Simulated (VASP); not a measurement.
Here is a VASP 6.6.1 calculation.

Contents of INCAR:

```
SYSTEM = Tl
PREC = Accurate
ENCUT = 520
EDIFF = 1E-7
ISMEAR = -1
SIGMA = 0.05
LREAL = .FALSE.
LASPH = .TRUE.
NELM = 100
ALGO = Normal
ISIF = 2
LWAVE = .FALSE.
LCHARG = .FALSE.
GGA = PE
NBANDS = 20
```

KPOINTS

```
regular mesh
0
G
  7 7 4
  0 0 0
```

POSCAR

```
Tl
1.0
    3.4905600000      0.0000000000      0.0000000000
   -1.7452800000      3.0229136335      0.0000000000
    0.0000000000      0.0000000000      5.5250000000
Tl
2
Direct
    0.6666666667      0.3333333333      0.7500000000
    0.3333333333      0.6666666667      0.2500000000
```

Potentials or basis: VASP PAW PBE potentials, release 64 (Tl_d).

Command:

```bash
$ cat potpaw_PBE.64/Tl_d/POTCAR > POTCAR
$ mpirun -np 1 vasp_std > vasp.out
```

Task: Estimate the pressure.

Result: 2.5 GPa.

Task: Estimate the band gap on the k mesh.

Result: Zero (band 13 reaches 9.90 eV, above the bottom of band 14 at 4.50 eV).

Stress tensor (GPa, compression positive):
```
2.20 0.00 0.00
0.00 2.20 0.00
0.00 0.00 3.02
```

Caveat: spin-orbit coupling is left out, which moves the levels of the heavy elements.
